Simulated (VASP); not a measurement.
# CO2 in VASP: a series of runs

CO2 is run at these levels: PBE+D3(BJ); tasks: relaxation of the atoms, molecular dynamics.

Everything below comes from runs of VASP 6.6.1. Logs are shortened: lines on timing, memory, paths and dates and some standing lists are left out, and cuts for length are marked.

### Step 1. The cell of the first run

The cell holds a disordered packing, 18 atoms: a = 7.343 Å, b = 7.343 Å, c = 7.343 Å, α = 90.00°, β = 90.00°, γ = 90.00°.

### Step 2. Relaxation of the atoms, PBE+D3(BJ)

The input, INCAR:

```
ALGO = Normal
EDIFF = 1E-6
EDIFFG = -0.3
ENCUT = 520
GGA = PE
IBRION = 2
ISIF = 2
ISMEAR = -1
IVDW = 12
LASPH = T
LCHARG = F
LREAL = Auto
LWAVE = F
NELM = 100
NSW = 35
PREC = Accurate
SIGMA = 0.02
```

The input, KPOINTS:

```
k-points
0
Gamma
  1 1 1
```

The input, POSCAR:

```
CO2
1.0
    7.3434200000      0.0000000000      0.0000000000
    0.0000000000      7.3434200000      0.0000000000
    0.0000000000      0.0000000000      7.3434200000
C O
6 12
Direct
    0.3843525000      0.6689611000      0.9491353000
    0.9391636000      0.4774436000      0.5944896000
    0.8517992000      0.9095698000      0.0007584000
    0.9807955000      0.0289722000      0.3954515000
    0.4789283000      0.1772191000      0.9296417000
    0.4802270000      0.4469782000      0.4222089000
    0.2564884000      0.6935425000      0.8552818000
    0.5122166000      0.6443796000      1.0429887000
    0.9569154000      0.4779340000      0.7540095000
    0.9214119000      0.4769531000      0.4349697000
    0.8304245000      0.7534739000      0.0314038000
    0.8731739000      1.0656657000     -0.0298870000
    0.8317339000      0.0037798000      0.4493768000
    1.1298571000      0.0541646000      0.3415261000
    0.4786890000      0.0453077000      1.0210818000
    0.4791675000      0.3091304000      0.8382016000
    0.3547470000      0.5292202000      0.4792438000
    0.6057070000      0.3647362000      0.3651740000
```

Potentials or basis: VASP PAW PBE potentials, release 64 (C, O).

On the command line:

```console
cat potpaw_PBE.64/C/POTCAR potpaw_PBE.64/O/POTCAR > POTCAR
mpirun -np 1 vasp_gam > vasp.out
```

OUTCAR:

```text
EDIFF = 1E-6
   EDIFFG = -0.3
   ENCUT = 520
   GGA = PE
   IBRION = 2
   ISIF = 2
   ISMEAR = -1
   IVDW = 12
   LASPH = T
   LREAL = Auto
   NELM = 100
   NSW = 35
   PREC = Accurate
 IVDW          = 12

 ion  position               nearest neighbor table
   1  0.384  0.669  0.949-   8 1.18   7 1.18
   2  0.939  0.477  0.594-  10 1.18   9 1.18
   3  0.852  0.910  0.001-  11 1.18  12 1.18
   4  0.981  0.029  0.395-  13 1.18  14 1.18
   5  0.479  0.177  0.930-  16 1.18  15 1.18
   6  0.480  0.447  0.422-  17 1.18  18 1.18
   7  0.256  0.694  0.855-   1 1.18
   8  0.512  0.644  0.043-   1 1.18
   9  0.957  0.478  0.754-   2 1.18
  10  0.921  0.477  0.435-   2 1.18
  11  0.830  0.753  0.031-   3 1.18
  12  0.873  0.066  0.970-   3 1.18
  13  0.832  0.004  0.449-   4 1.18
  14  0.130  0.054  0.342-   4 1.18
  15  0.479  0.045  0.021-   5 1.18
  16  0.479  0.309  0.838-   5 1.18
  17  0.355  0.529  0.479-   6 1.18
  18  0.606  0.365  0.365-   6 1.18

  LATTYP: Found a simple cubic cell.
 ALAT       =     7.3434200000

  Lattice vectors:

 A1 = (   7.3434200000,   0.0000000000,   0.0000000000)
 A2 = (   0.0000000000,   7.3434200000,   0.0000000000)
 A3 = (   0.0000000000,   0.0000000000,   7.3434200000)

Analysis of symmetry for initial positions (statically):
=====================================================================
 Subroutine PRICEL returns:
 Original cell was already a primitive cell.

 Routine SETGRP: Setting up the symmetry group for a
 simple cubic supercell.

 Subroutine GETGRP returns: Found  1 space group operations
 (whereof  1 operations were pure point group operations)
 out of a pool of 48 trial point group operations.

The static configuration has the point symmetry C_1 .

Analysis of symmetry for dynamics (positions and initial velocities):
=====================================================================
 Subroutine PRICEL returns:
 Original cell was already a primitive cell.

 Routine SETGRP: Setting up the symmetry group for a
 simple cubic supercell.

 Subroutine GETGRP returns: Found  1 space group operations
 (whereof  1 operations were pure point group operations)
 out of a pool of 48 trial point group operations.

The dynamic configuration has the point symmetry C_1 .

 Subroutine INISYM returns: Found  1 space group operations
 (whereof  1 operations are pure point group operations),
 and found     1 'primitive' translations

----------------------------------------------------------------------------------------

                                     Primitive cell

  volume of cell :     395.9999

  direct lattice vectors                    reciprocal lattice vectors
     7.343420000  0.000000000  0.000000000     0.136176332  0.000000000  0.000000000
     0.000000000  7.343420000  0.000000000     0.000000000  0.136176332  0.000000000
     0.000000000  0.000000000  7.343420000     0.000000000  0.000000000  0.136176332

  length of vectors
     7.343420000  7.343420000  7.343420000     0.136176332  0.136176332  0.136176332

  position of ions in fractional coordinates (direct lattice)
     0.384352500  0.668961100  0.949135300
     0.939163600  0.477443600  0.594489600
     0.851799200  0.909569800  0.000758400
     0.980795500  0.028972200  0.395451500
     0.478928300  0.177219100  0.929641700
     0.480227000  0.446978200  0.422208900
[... 10 lines left out ...]
     0.354747000  0.529220200  0.479243800
     0.605707000  0.364736200  0.365174000

  ion indices of the primitive-cell ions
   primitive index   ion index
                 1           1
                 2           2
                 3           3
                 4           4
                 5           5
                 6           6
[... 10 lines left out ...]
                17          17
                18          18

----------------------------------------------------------------------------------------

 KPOINTS: k-points

Automatic generation of k-mesh.
 Grid dimensions read from file:
 generate k-points for:    1    1    1

 Generating k-lattice:

  Cartesian coordinates                     Fractional coordinates (reciprocal lattice)
     0.136176332  0.000000000  0.000000000     1.000000000  0.000000000  0.000000000
     0.000000000  0.136176332  0.000000000     0.000000000  1.000000000  0.000000000
     0.000000000  0.000000000  0.136176332     0.000000000  0.000000000  1.000000000

  Length of vectors
     0.136176332  0.136176332  0.136176332

  Shift w.r.t. Gamma in fractional coordinates (k-lattice)
     0.000000000  0.000000000  0.000000000

 Subroutine IBZKPT returns following result:
 ===========================================

 Found      1 irreducible k-points:

 Following reciprocal coordinates:
            Coordinates               Weight
  0.000000  0.000000  0.000000      1.000000
   k-points           NKPTS =      1   k-points in BZ     NKDIM =      1   number of bands    NBANDS=     58
   number of dos      NEDOS =    301   number of ions     NIONS =     18
   total plane-waves  NPLWV = 175616
   dimension x,y,z NGX =    56 NGY =   56 NGZ =   56
   dimension x,y,z NGXF=   112 NGYF=  112 NGZF=  112
   ions per type =               6  12
   NGX,Y,Z   is equivalent  to a cutoff of  12.68, 12.68, 12.68 a.u.
   NGXF,Y,Z  is equivalent  to a cutoff of  25.36, 25.36, 25.36 a.u.
 SYSTEM =  unknown system
   PREC   = accura    normal or accurate (medium, high low for compatibility)
   ISTART =      0    job   : 0-new  1-cont  2-samecut
   ICHARG =      2    charge: 1-file 2-atom 10-const
   ISPIN  =      1    spin polarized calculation?
   LNONCOLLINEAR =      F non collinear calculations
   LSORBIT =      F    spin-orbit coupling
   LASPH  =      T    aspherical Exc in radial PAW
   ENCUT  =  520.0 eV  38.22 Ry    6.18 a.u.  13.65 13.65 13.65*2*pi/ulx,y,z
   NELM   =    100;   NELMIN=  2; NELMDL= -5     # of ELM steps
   EDIFF  = 0.1E-05   stopping-criterion for ELM
   LREAL  =      T    real-space projection
   EDIFFG = -.3E+00   stopping-criterion for IOM
   NSW    =     35    number of steps for IOM
   IBRION =      2    ionic relax: 0-MD 1-quasi-New 2-CG
   NFREE  =      1    steps in history (QN), initial steepest desc. (CG)
   ISIF   =      2    stress and relaxation
   ISYM   =      2    0-nonsym 1-usesym 2-fastsym
   POTIM  = 0.5000    time-step for ionic-motion
   TEBEG  =    0.0;   TEEND  =   0.0 temperature during run
   PSTRESS=    0.0 pullay stress
   NELECT =      96.0000    total number of electrons
   NUPDOWN=      -1.0000    fix difference up-down
   EMIN   =  10.00;   EMAX   =-10.00  energy-range for DOS
   EFERMI =   0.00;   METHOD = LEGACY
   ISMEAR =    -1;   SIGMA  =   0.02  broadening in eV -4-tet -1-fermi 0-gaus
   EFERMI_NEDOS =   21; number of points for ismear=-14 and -15
   IALGO  =     38    algorithm
   IMIX   =      4    mixing-type and parameters
     AMIX     =   0.40;   BMIX     =  1.00
     AMIX_MAG =   1.60;   BMIX_MAG =  1.00
  volume/ion in A,a.u.               =      22.00       148.46
  Fermi-wavevector in a.u.,A,eV,Ry     =   1.020783  1.929001 14.177250  1.041998
  Thomas-Fermi vector in A             =   2.154372
   LORBIT       =      0    0 simple, 1 ext, 2 COOP (PROOUT), +10 PAW based schemes
   GGA     = PE    functional components
   LHFCALC =     F    Hartree Fock is set to
   AEXX    =    0.0000 exact exchange contribution
   IVDW    =    12    specifies the selected vdW correction
   LEPSILON=     F    determine dielectric tensor
   LRPA    =     F    only Hartree local field effects (RPA)
 conjugate gradient relaxation of ions
 non-spin polarized calculation
  energy-cutoff  :      520.00
  volume of cell :      396.00
 maximum number of plane-waves:      5390
 NGX is ok and might be reduce to    54
   NGX = 27   NGY = 27   NGZ = 27

--------------------------------------- Ionic step        1  -------------------------------------------

 number of electron      96.0000001 magnetization

 Free energy of the ion-electron system (eV)
  ---------------------------------------------------
  ext. energy  EPLUGINS =         0.00000000
  ---------------------------------------------------
  free energy    TOTEN  =      -137.49732582 eV

  energy without entropy =     -137.49732582  energy(sigma->0) =     -137.49732582

------------------------ aborting loop because EDIFF is reached ----------------------------------------

 Edisp (eV)   -0.79597

 E8    (eV) :    -0.1989

  FORCE on cell =-STRESS in cart. coord.  units (eV):
  Direction    XX          YY          ZZ          XY          YZ          ZX
  --------------------------------------------------------------------------------------
  -------------------------------------------------------------------------------------
  Total       1.10255    -0.68244    -1.31208     0.98596     0.84751     0.44712
  in kB       4.46081    -2.76107    -5.30853     3.98910     3.42895     1.80899
  external pressure =       -1.20 kB  Pullay stress =        0.00 kB
[... 145 lines left out ...]
  FREE ENERGIE OF THE ION-ELECTRON SYSTEM (eV)
  ---------------------------------------------------
  free  energy   TOTEN  =      -138.3084670183 eV

  energy  without entropy=     -138.3084670183  energy(sigma->0) =     -138.30846702

[... ionic steps 4 to 17 ...]

--------------------------------------- Ionic step       18  -------------------------------------------

 number of electron      95.9999997 magnetization

------------------------ aborting loop because EDIFF is reached ----------------------------------------

 Edisp (eV)   -0.79173

 E8    (eV) :    -0.1974
[... 101 lines left out ...]
  energy  without entropy=     -138.6092273500  energy(sigma->0) =     -138.60922735

--------------------------------------- Ionic step       20  -------------------------------------------

 number of electron      95.9999997 magnetization

 Free energy of the ion-electron system (eV)
  ---------------------------------------------------
  ext. energy  EPLUGINS =         0.00000000
  ---------------------------------------------------
  free energy    TOTEN  =      -137.81931633 eV

  energy without entropy =     -137.81931633  energy(sigma->0) =     -137.81931633

 E-fermi :  -4.7492     XC(G=0):  -6.1436

 val. band max:       -5.3033531851   @ k =   0.0000   0.0000   0.0000
 cond. band min:       0.9556973801   @ k =   0.0000   0.0000   0.0000
 fundamental gap:      6.2590505651
 Fermi energy:        -4.7492161449

 k-point     1 :       0.0000    0.0000    0.0000
  band No.  band energies     occupation
      1     -25.9163      2.00000
      2     -25.8475      2.00000
      3     -25.6979      2.00000
      4     -25.6539      2.00000
      5     -25.5784      2.00000
      6     -25.5200      2.00000
[... 99 lines left out ...]
  FREE ENERGIE OF THE ION-ELECTRON SYSTEM (eV)
  ---------------------------------------------------
  free  energy   TOTEN  =      -138.6108375826 eV

  energy  without entropy=     -138.6108375826  energy(sigma->0) =     -138.61083758

 reached required accuracy - stopping structural energy minimisation
```

Wall time 8.9 min (1 thread of Intel Xeon Platinum 8259CL at 2.50GHz (Skylake/Cascade Lake), shared host); peak memory 0.43 GiB.

Results:

- Free energy: -138.6108 eV
- Energy gained by relaxing: 17.6 meV/atom
- Ionic steps: 20
- Pressure after relaxing: 0.1 GPa
- Largest force after relaxing: 0.163 eV/Å
- Dispersion energy per atom: -0.044 eV

Forces on the atoms (eV/Å):
```
C   -0.035  0.070 -0.019
C   -0.028 -0.028  0.018
C   -0.008 -0.057 -0.029
C    0.026  0.009  0.041
C   -0.001 -0.033 -0.004
C    0.040 -0.013 -0.006
O   -0.074  0.116 -0.085
O    0.031 -0.038  0.155
O   -0.017 -0.062  0.045
O   -0.005  0.034 -0.121
O    0.035 -0.002  0.067
O    0.062  0.064 -0.090
O    0.033 -0.033  0.047
O   -0.024  0.006  0.005
O   -0.026  0.011  0.036
O   -0.018 -0.029 -0.079
O   -0.003  0.063  0.018
O    0.012 -0.080  0.002
```

The path:
```tsv
step	energy change (eV)	largest force (eV/Å)	pressure (GPa)
1	0.0000	0.9002	-0.12
2	0.3392	9.5513	3.46
3	-0.0152	1.0073	0.46
4	0.0166	2.8552	2.30
5	-0.0302	0.6307	1.11
6	-0.0722	0.5183	0.92
7	-0.1604	0.6198	0.28
8	-0.1611	1.7448	-1.37
9	-0.1917	0.9531	-0.46
10	-0.2134	0.7082	-0.32
11	-0.2169	1.1259	-0.22
12	-0.2385	0.9093	0.07
13	-0.2626	0.8858	0.78
14	-0.2840	0.5748	0.47
15	-0.2971	1.1525	-0.04
16	-0.3083	0.5035	-0.27
17	-0.3098	0.5226	-0.40
18	-0.3132	0.4041	-0.27
19	-0.3159	0.4028	0.00
20	-0.3175	0.1629	0.12
```

Final structure:
```yaml
crystal:
  lattice:
    - [7.34342, 0.00000, 0.00000]
    - [0.00000, 7.34342, 0.00000]
    - [0.00000, 0.00000, 7.34342]
  atoms:
    - { symbol: C, position: [0.36859, 0.66986, 0.95480] }
    - { symbol: C, position: [0.95274, 0.47882, 0.59530] }
    - { symbol: C, position: [0.87285, 0.91354, 0.99754] }
    - { symbol: C, position: [0.98250, 0.02862, 0.39905] }
    - { symbol: C, position: [0.47482, 0.17673, 0.92811] }
    - { symbol: C, position: [0.46439, 0.44167, 0.41675] }
    - { symbol: O, position: [0.25785, 0.71459, 0.84845] }
    - { symbol: O, position: [0.48009, 0.62564, 0.06042] }
    - { symbol: O, position: [0.94472, 0.46517, 0.75450] }
    - { symbol: O, position: [0.95899, 0.49127, 0.43581] }
    - { symbol: O, position: [0.86728, 0.75876, 0.03697] }
    - { symbol: O, position: [0.87820, 0.06916, 0.95916] }
    - { symbol: O, position: [0.83507, 0.00008, 0.45471] }
    - { symbol: O, position: [0.12995, 0.05688, 0.34288] }
    - { symbol: O, position: [0.46870, 0.05144, 0.02747] }
    - { symbol: O, position: [0.47939, 0.30164, 0.82820] }
    - { symbol: O, position: [0.35386, 0.53900, 0.47945] }
    - { symbol: O, position: [0.57581, 0.34455, 0.35548] }
```

Levels at points of the mesh, in eV from the Fermi level:
```
           k point  band 45  band 46  band 47  band 48  band 49  band 50  band 51  band 52
(0.00, 0.00, 0.00)    -0.72    -0.72    -0.62    -0.55     5.70     7.19     7.25     7.32
```

Caveat: the k points lie up to 0.86 Å⁻¹ apart; the relaxation stopped at a loose force limit of 0.3 eV/Å, so its end isn't a converged minimum.

(Continued in part 2 of 2.)
